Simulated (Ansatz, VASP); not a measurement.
BN: VASP beside Ansatz

INCAR

```
PREC = Accurate
ENCUT = 520
EDIFF = 1E-6
ISMEAR = -1
SIGMA = 0.05
LREAL = F
LASPH = T
NELM = 100
ALGO = Normal
ISIF = 2
LWAVE = F
LCHARG = F
LDIPOL = T
IDIPOL = 3
DIPOL = 0.5 0.5 0.314
NBANDS = 11
```

KPOINTS

```
Automatic mesh
0
Gamma
  12 12 1
```

File POSCAR:

```
BN
1.0
    2.5120600000     -0.0042300000      0.0000000000
   -1.2523700000      2.1776200000      0.0000000000
    0.0000000000      0.0000000000     23.9016000000
B N
1 1
Direct
    0.9940400000      0.9945700000      0.3137900000
    0.6607100000      0.3279100000      0.3137900000
```

The input input.yaml:

```yaml
crystal:
  lattice:
    - [2.51206, -0.00423, 0.0]
    - [-1.25237, 2.17762, 0.0]
    - [0.0, 0.0, 23.9016]
  atoms:
    - { symbol: B, position: [0.99404, 0.99457, 0.31379] }
    - { symbol: "N", position: [0.66071, 0.32791, 0.31379] }
  periodic: [true, true, false]
kpoints:
  mp_grid: { grid: [12, 12, 1] }
scf:
  occupations: { method: fermi_dirac, width: 0.05 }
hamiltonian:
  xc: lda
  pseudopotentials: { kind: all_electron, lapw: { basis_error: 0.002 } }
output:
  forces: true
  stress: true
  eigenvalues: true
```

Alike in both runs: functional LDA; k mesh 12 × 12 × 1; occupations fermi-dirac, width 0.05 eV; no spin polarisation.

|  | VASP | Ansatz |
| --- | --- | --- |
| version | VASP 6.6.1 | Ansatz 0.2.0 |
| potentials or method | VASP PAW LDA potentials, release 64 (B, N), cutoff 520 eV | all-electron LAPW, scalar-relativistic |
| task | single point | work function |

```tsv
	VASP	Ansatz	Ansatz less VASP
gap on the k mesh at the Fermi level (eV)	4.53	4.54	+0.006
least direct gap on the mesh (eV)	4.53	4.54	+0.006
```

LDA's correlation is that of Perdew and Zunger in VASP and of Perdew and Wang (1992) in Ansatz. Ansatz ran all-electron here, and VASP with PAW potentials.
